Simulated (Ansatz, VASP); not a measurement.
# PbO in VASP and in Ansatz

The input POSCAR:

```
PbO
1.0
    3.1793716483      0.0000000000      0.0000000000
    0.0000000000      3.1793716483      0.0000000000
    0.0000000000      0.0000000000      3.1793716483
Pb O
1 1
Direct
    0.0000000000      0.0000000000      0.0000000000
    0.5000000000      0.5000000000      0.5000000000
```

Contents of INCAR.step1:

```
PREC = Accurate ; ENCUT = 520
EDIFF = 1E-5 ; ISMEAR = -1
SIGMA = 0.02 ; LREAL = F
LASPH = T ; NELM = 100
ALGO = Normal ; ISIF = 2
LWAVE = T ; GGA = PE
NBANDS = 17
```

The input INCAR.step2:

```
PREC = Accurate ; ENCUT = 520
EDIFF = 1E-6 ; ISMEAR = -1
SIGMA = 0.02 ; LREAL = F
LASPH = T ; NELM = 100
ALGO = Normal ; ISIF = 2
LWAVE = F ; LCHARG = T
GGA = PE ; LHFCALC = T
AEXX = 0.25 ; PRECFOCK = Normal
LELF = T ; LVHAR = T
ISTART = 1 ; NBANDS = 17
```

The input KPOINTS:

```
regular mesh
0
Gamma
  6 6 6
```

Input for Ansatz:

```yaml
crystal:
  lattice:
    - [3.1793716483, 0.0, 0.0]
    - [0.0, 3.1793716483, 0.0]
    - [0.0, 0.0, 3.1793716483]
  atoms:
    - { symbol: Pb, position: [0.0, 0.0, 0.0] }
    - { symbol: O, position: [0.5, 0.5, 0.5] }
kpoints:
  mp_grid: { grid: [6, 6, 6] }
hamiltonian:
  xc: pbe0
scf:
  occupations: { method: fermi_dirac, width: 0.02 }
  n_extra_bands: 4
output:
  forces: true
  stress: true
  eigenvalues: true
  write_density: true
  write_potential: true
  elf: true
  volumetric_format: npy
```

Alike in both runs: task single point; functional PBE0; k mesh 6 × 6 × 6; occupations fermi-dirac, width 0.02 eV; no spin polarisation.

|  | VASP | Ansatz |
| --- | --- | --- |
| version | VASP 6.6.1 | Ansatz 0.2.0 |
| potentials or method | VASP PAW PBE potentials, release 64 (Pb_d, O) | plane waves, PAW |
| plane-wave cutoff (eV) | 520 | 420 |
| valence electrons in the cell | 20 | 20 |

|  | VASP | Ansatz | Ansatz less VASP |
| --- | --- | --- | --- |
| pressure (GPa) | -0.9 | -0.9 | +0.01 |

With one functional, cell and mesh, what is left measures potentials, basis and numerics. Ansatz's warnings: stress exchange threshold loose, stress scf threshold loose.

Spin-orbit coupling is off throughout.
